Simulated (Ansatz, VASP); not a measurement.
## P: VASP beside Ansatz

```
CELL_PARAMETERS angstrom
3.28373 0.00000 0.00000
0.00000 34.85703 0.00000
0.00000 0.00000 4.63208
ATOMIC_POSITIONS crystal
P 0.50000 0.97026 0.90785
P 0.50000 0.02974 0.09215
P 0.00000 0.02974 0.40785
P 0.00000 0.97026 0.59215
```

Alike in both runs: task relaxation of cell and atoms; functional PBEsol; k mesh 8 × 1 × 6; occupations fermi-dirac, width 0.05 eV; no spin polarisation.

|  | VASP | Ansatz |
| --- | --- | --- |
| version | VASP 6.6.1 | Ansatz 0.2.0 |
| potentials or method | VASP PAW PBE potentials, release 64 (P) | Ansatz PAW |
| plane-wave cutoff (eV) | 600 | 420 |
| valence electrons in the cell | 20 | 20 |

|  | VASP | Ansatz | Ansatz less VASP |
| --- | --- | --- | --- |
| gap on the k mesh at the Fermi level, each at its own relaxed structure (eV) | 0.73 | 0.70 | -0.028 |
| relaxed volume (Å³/atom) | 128.16 | 127.05 | -1.105 |
| relaxed length of the cell vector where the two differ most in proportion (Å) | 35.184 | 34.876 | -0.3087 |

VASP's potentials were made for PBE, not for PBEsol.

Noted on Ansatz's run: the plane-wave basis is chosen anew once the cell has moved, so the energies of steps on either side of that aren't comparable.
